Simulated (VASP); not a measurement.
# Si32O (a cell with a defect) in VASP: single point with PBEsol

Aim: the single point of Si32O (a cell with a defect) with PBEsol.

All numbers are computed with VASP 6.6.1; they aren't measurements. Logs are shortened: lines on timing, memory, paths and dates and some standing lists are left out, and cuts for length are marked.

## 1. The cell of the first run

The cell holds a defect, 33 atoms: a = 9.412 Å, b = 9.412 Å, c = 9.412 Å, α = 109.47°, β = 109.47°, γ = 109.47°.

## 2. Single point, PBEsol

The input, INCAR:

```
SYSTEM = Si32O
PREC = Accurate
ENCUT = 520
EDIFF = 1E-7
ISMEAR = 0
SIGMA = 0.02
LREAL = Auto
LASPH = .True.
NELM = 100
ALGO = Normal
ISIF = 2
LWAVE = .False.
LCHARG = .False.
GGA = PS
NBANDS = 89
```

The input, KPOINTS:

```
Automatic mesh
0
Gamma
  2 2 2
  0.5 0.5 0.5
```

The input, POSCAR:

```
Si32O
1.0
   -5.4338342764      5.4338342764     -5.4338342764
    5.4338342764     -5.4338342764     -5.4338342764
   -5.4338342764     -5.4338342764      5.4338342764
Si O
32 1
Direct
    0.4981855100     -0.0000384627      0.2554657410
    0.2527162092      0.9991358264      0.5004270211
    1.0051729998      1.0003488740      0.7362855208
    0.7487809331      0.7474157829      0.2492181269
    0.7126966527      0.9820794541      0.9999790615
    0.5153497250      0.7633731154      0.5154273865
    0.2427009977      0.7444765140      0.7444952853
    0.0031249573      0.5037178833      0.2480066435
    1.0018316207      0.7623611228      0.9999802577
    0.7522701820      0.4986892058      0.4995340053
    0.4995432989      0.4981782407      0.7507425314
    0.2688687998      0.2640443979      0.2636758736
    0.2477901297      0.5004042011     -0.0000202435
    0.9999016760      0.2479247492      0.4845320755
    0.7550986635      0.2556911804      0.7519541989
    0.5001312815      0.2552485831     -0.0000196914
    0.7540500486      0.2491011744      0.4978476270
    0.5021058540      0.2492125139      0.7490358176
    0.2468873602      0.2500390021     -0.0000195994
    0.0009011132      0.0003527896      0.4881042308
   -0.0051443417      0.2421170638      0.2136694719
    0.7811654320      0.0284269803      0.7862913705
    0.4748817076     -0.0014652637     -0.0000190473
    0.2561830062      0.7512342652      0.5021131233
    0.2523423480      0.0070644407      0.2549140127
   -0.0025906200      0.7521309617      0.7450470136
    0.7464606563      0.7480252053     -0.0000194154
    0.5127781523      0.5122298286      0.5118568875
    0.5016868129      0.7507878033      0.2538607970
    0.2478059564      0.4969067628      0.7460986651
    0.0013780325      0.5119892066     -0.0000197835
    0.7530504781      0.5001569540      0.2509249327
   -0.0305463861      0.1389437847     -0.0000192314
```

Potentials or basis: VASP PAW PBE potentials, release 64 (Si, O).

Run with:

```sh
$ cat potpaw_PBE.64/Si/POTCAR potpaw_PBE.64/O/POTCAR > POTCAR
$ mpirun -np 1 vasp_std > vasp.out
```

OUTCAR:

```text
SYSTEM = Si32O
   PREC = Accurate
   ENCUT = 520
   EDIFF = 1E-7
   ISMEAR = 0
   LREAL = Auto
   LASPH = .True.
   NELM = 100
   ISIF = 2
   GGA = PS

 ion  position               nearest neighbor table
   1  0.498  1.000  0.255-  25 2.34  23 2.34  17 2.35  29 2.35
   2  0.253  0.999  0.500-  25 2.34  20 2.34  18 2.35  24 2.35
   3  0.005  0.000  0.736-  20 2.32  26 2.34  19 2.38  22 2.38
   4  0.749  0.747  0.249-  20 2.34  27 2.34  32 2.35  29 2.35
   5  0.713  0.982  1.000-  23 2.29  27 2.33  33 2.38  22 2.43  21 2.43
   6  0.515  0.763  0.515-  28 2.34  24 2.36  29 2.38  22 2.52
   7  0.243  0.744  0.744-  26 2.34  23 2.34  24 2.35  30 2.35
   8  0.003  0.504  0.248-  21 2.34  32 2.35  31 2.36  24 2.37
   9  0.002  0.762  1.000-  26 2.35  25 2.35  31 2.35  27 2.36
  10  0.752  0.499  0.500-  26 2.34  28 2.34  32 2.35  17 2.35
  11  0.500  0.498  0.751-  28 2.34  27 2.34  18 2.35  30 2.35
  12  0.269  0.264  0.264-  28 2.32  25 2.34  19 2.38  21 2.38
  13  0.248  0.500  1.000-  19 2.35  31 2.36  29 2.38  30 2.38
  14  1.000  0.248  0.485-  20 2.34  17 2.36  30 2.38  21 2.52
  15  0.755  0.256  0.752-  22 2.34  18 2.35  31 2.36  17 2.37
  16  0.500  0.255  1.000-  23 2.35  18 2.35  32 2.35  19 2.37
  17  0.754  0.249  0.498-   1 2.35  10 2.35  14 2.36  15 2.37
  18  0.502  0.249  0.749-  11 2.35   2 2.35  16 2.35  15 2.35
  19  0.247  0.250  1.000-  13 2.35  16 2.37   3 2.38  12 2.38  33 2.47
  20  0.001  0.000  0.488-   3 2.32   4 2.34   2 2.34  14 2.34
  21  0.995  0.242  0.214-  33 1.81   8 2.34  12 2.38   5 2.43  14 2.52
  22  0.781  0.028  0.786-  33 1.81  15 2.34   3 2.38   5 2.43   6 2.52
  23  0.475  0.999  1.000-   5 2.29   1 2.34   7 2.34  16 2.35
  24  0.256  0.751  0.502-   7 2.35   2 2.35   6 2.36   8 2.37
  25  0.252  0.007  0.255-   1 2.34   2 2.34  12 2.34   9 2.35
  26  0.997  0.752  0.745-   7 2.34  10 2.34   3 2.34   9 2.35
  27  0.746  0.748  1.000-   5 2.33   4 2.34  11 2.34   9 2.36
  28  0.513  0.512  0.512-  12 2.32  11 2.34  10 2.34   6 2.34
  29  0.502  0.751  0.254-   4 2.35   1 2.35  13 2.38   6 2.38
  30  0.248  0.497  0.746-  11 2.35   7 2.35  13 2.38  14 2.38
  31  0.001  0.512  1.000-   9 2.35  15 2.36   8 2.36  13 2.36
  32  0.753  0.500  0.251-   4 2.35  10 2.35  16 2.35   8 2.35
  33  0.969  0.139  1.000-  21 1.81  22 1.81   5 2.38  19 2.47

  LATTYP: Found a body centered cubic cell.
 ALAT       =    10.8676685528

  Lattice vectors:

 A1 = (  -5.4338342764,   5.4338342764,  -5.4338342764)
 A2 = (   5.4338342764,  -5.4338342764,  -5.4338342764)
 A3 = (  -5.4338342764,  -5.4338342764,   5.4338342764)

Analysis of symmetry for initial positions (statically):
=====================================================================
 Subroutine PRICEL returns:
 Original cell was already a primitive cell.

 Routine SETGRP: Setting up the symmetry group for a
[... 172 lines left out ...]
   PSTRESS=    0.0 pullay stress
   NELECT =     134.0000    total number of electrons
   NUPDOWN=      -1.0000    fix difference up-down
   EMIN   =  10.00;   EMAX   =-10.00  energy-range for DOS
   EFERMI =   0.00;   METHOD = LEGACY
   ISMEAR =     0;   SIGMA  =   0.02  broadening in eV -4-tet -1-fermi 0-gaus
   EFERMI_NEDOS =   21; number of points for ismear=-14 and -15
   IALGO  =     38    algorithm
   IMIX   =      4    mixing-type and parameters
     AMIX     =   0.40;   BMIX     =  1.00
     AMIX_MAG =   1.60;   BMIX_MAG =  1.00
  volume/ion in A,a.u.               =      19.45       131.24
  Fermi-wavevector in a.u.,A,eV,Ry     =   0.971218  1.835336 12.833891  0.943264
  Thomas-Fermi vector in A             =   2.101417
   LORBIT       =      0    0 simple, 1 ext, 2 COOP (PROOUT), +10 PAW based schemes
   GGA     = PS    functional components
   LHFCALC =     F    Hartree Fock is set to
   AEXX    =    0.0000 exact exchange contribution
   IVDW    =     0    specifies the selected vdW correction
   LEPSILON=     F    determine dielectric tensor
   LRPA    =     F    only Hartree local field effects (RPA)
 non-spin polarized calculation
 Gauss-broadening in eV      SIGMA  =   0.02
  energy-cutoff  :      520.00
  volume of cell :      641.77
 maximum number of plane-waves:     17304
 NGX is ok and might be reduce to    70
   NGX = 35   NGY = 35   NGZ = 35

 number of electron     133.9999998 magnetization

 Free energy of the ion-electron system (eV)
  ---------------------------------------------------
  ext. energy  EPLUGINS =         0.00000000
  ---------------------------------------------------
  free energy    TOTEN  =      -188.89205666 eV

  energy without entropy =     -188.89205502  energy(sigma->0) =     -188.89205584

 E-fermi :   5.8493     XC(G=0):  -9.6260

 val. band max:        5.7921457669   @ k =   0.2500   0.2500   0.2500
 cond. band min:       5.9086560552   @ k =  -0.2500   0.2500   0.2500
 fundamental gap:      0.1165102882
 Fermi energy:         5.8492714416

 k-point     1 :       0.2500    0.2500    0.2500
  band No.  band energies     occupation
      1     -14.1751      2.00000
      2      -5.3962      2.00000
      3      -5.3915      2.00000
      4      -5.3606      2.00000
      5      -4.9671      2.00000
      6      -4.2370      2.00000
[... 235 lines left out ...]
     78       8.1510      0.00000
     79       8.2354      0.00000
 [bands above 79 left out]

------------------------ aborting loop because EDIFF is reached ----------------------------------------

  FORCE on cell =-STRESS in cart. coord.  units (eV):
  Direction    XX          YY          ZZ          XY          YZ          ZX
  --------------------------------------------------------------------------------------
  -------------------------------------------------------------------------------------
  Total        1.0531498      1.0531498      5.1444135     -2.4206429     -1.5635146      1.5635146
  in kB        2.6291875      2.6291875     12.8430240     -6.0431331     -3.9033128      3.9033128
  external PRESSURE =       6.0337997 kB  Pullay stress =       0.0000000 kB

 VOLUME and BASIS-vectors are now :
 -----------------------------------------------------------------------------
  energy-cutoff  :      520.00
  volume of cell :      641.77
      direct lattice vectors                 reciprocal lattice vectors
    -5.433834276  5.433834276 -5.433834276    -0.092016056  0.000000000 -0.092016056
     5.433834276 -5.433834276 -5.433834276     0.000000000 -0.092016056 -0.092016056
    -5.433834276 -5.433834276  5.433834276    -0.092016056 -0.092016056  0.000000000

 POSITION                                       TOTAL-FORCE (eV/Angst)
 -----------------------------------------------------------------------------------
      1.33841     -4.11473     -6.75252        -0.002577      0.000794     -0.000368
      1.33668     -6.77516     -4.08312         0.000859     -0.000308      0.000671
     -4.02707     -3.97464      3.97085        -0.001791     -0.000990      0.001915
     -1.36163     -1.34679     -6.77587         0.002071     -0.000258      0.000708
     -3.96994     -6.89750     -3.77541        -0.000302      0.000302     -0.004621
     -1.45303     -4.14846     -4.14762        -0.001645     -0.001173     -0.002610
[... 25 lines left out ...]
     -2.73767      0.01070     -5.44624        -0.000423      0.001037      0.000159
     -9.94658     -0.92088     -0.58912        -0.018846      0.018846     -0.023202
 -----------------------------------------------------------------------------------
    total drift:                                0.003492     -0.011706     -0.000881

  FREE ENERGIE OF THE ION-ELECTRON SYSTEM (eV)
  ---------------------------------------------------
  free  energy   TOTEN  =      -188.8920566642 eV

  energy  without entropy=     -188.8920550198  energy(sigma->0) =     -188.89205584
```

stdout:

```text
POSCAR found type information on POSCAR SiO
 POSCAR found :  2 types and      33 ions
 scaLAPACK will be used
 -----------------------------------------------------------------------------
|                                                                             |
|                                                                             |
|     You enforced a specific xc type in the INCAR file but a different       |
|     I HOPE YOU KNOW WHAT YOU ARE DOING!                                     |
|                                                                             |
 -----------------------------------------------------------------------------

 LDA part: xc-table for (Slater+PW92), standard interpolation
 POSCAR, INCAR and KPOINTS ok, starting setup
 FFT: planning ... GRIDC
 FFT: planning ... GRID_SOFT
 FFT: planning ... GRID
 WAVECAR not read
 entering main loop
```

Run time: 5.2 min. Hardware: 1 thread of Intel Xeon 6975P-C (Granite Rapids), shared host; peak memory 0.68 GiB.

Results:

* Free energy: -188.8921 eV
* Pressure: 0.6 GPa
* Largest force: 0.047 eV/Å
* Band gap on the k mesh: 0.12 eV

Forces on the atoms (eV/Å):
```
Si  -0.003  0.001  0.000
Si   0.001  0.000  0.001
Si  -0.002 -0.001  0.002
Si   0.002  0.000  0.001
Si   0.000  0.000 -0.005
Si  -0.002 -0.001 -0.003
Si  -0.001  0.003  0.000
Si  -0.001 -0.003 -0.002
Si   0.001 -0.001  0.001
Si   0.000 -0.001  0.001
Si   0.000 -0.002  0.001
Si   0.001  0.002  0.002
Si   0.000  0.000 -0.002
Si   0.001  0.002 -0.003
Si   0.003  0.001 -0.002
Si   0.000  0.000 -0.002
Si   0.000  0.000  0.000
Si  -0.001  0.000  0.000
Si   0.002 -0.002  0.005
Si   0.001  0.002 -0.001
Si  -0.024 -0.038  0.016
Si   0.038  0.024  0.016
Si   0.003 -0.003  0.001
Si   0.000  0.000  0.000
Si   0.001  0.001 -0.003
Si  -0.001 -0.001 -0.003
Si   0.000  0.000  0.000
Si  -0.002 -0.001 -0.001
Si  -0.001  0.000  0.003
Si   0.000  0.001  0.003
Si   0.003 -0.003 -0.002
Si   0.000  0.001  0.000
O   -0.019  0.019 -0.023
```

Caveat: semilocal functionals underestimate gaps, and a narrow one can read as zero; the PAW data sets were made with another functional, which shifts forces and pressure a little.
